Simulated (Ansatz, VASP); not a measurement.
One calculation of Sr2NbH4, two programs

```xyz
7
Lattice="0.0000 4.0163 4.2498 3.4581 0.0000 4.2498 3.4581 4.0163 0.0000" Properties=species:S:1:pos:R:3 pbc="T T T"
Sr    1.7290    2.0082    4.2498
Sr    1.7290    2.0082    0.0000
Nb    3.4581    4.0163    4.2498
H     3.4581    4.7579    5.6664
H     3.4581    4.7579    2.8332
H     3.4581    3.2747    5.6664
H     3.4581    3.2747    2.8332
```

Alike in both runs: task relaxation of cell and atoms; functional PBE; k mesh 4 × 4 × 4; occupations gaussian, width 0.1 eV; no spin polarisation.

|  | VASP | Ansatz |
| --- | --- | --- |
| version | VASP 6.6.1 | Ansatz 0.2.0 |
| potentials or method | VASP PAW PBE potentials, release 64 (Sr_sv, Nb_sv, H), cutoff 600 eV | scalar-relativistic, plane waves, PAW |
| valence electrons in the cell | 37 | 37 |

Ansatz gave:

- gap on the k mesh at the Fermi level, each at its own relaxed structure (eV): none
- relaxed volume (Å³/atom): 17.62
- relaxed cell length with the largest relative difference (Å): 4.969

Question: Which values does VASP return?

Answer: gap on the k mesh at the Fermi level, each at its own relaxed structure (eV): none; relaxed volume (Å³/atom): 17.71; relaxed cell length with the largest relative difference (Å): 4.981.

A gap of «none» marks a metal or a gap that the smearing closes.
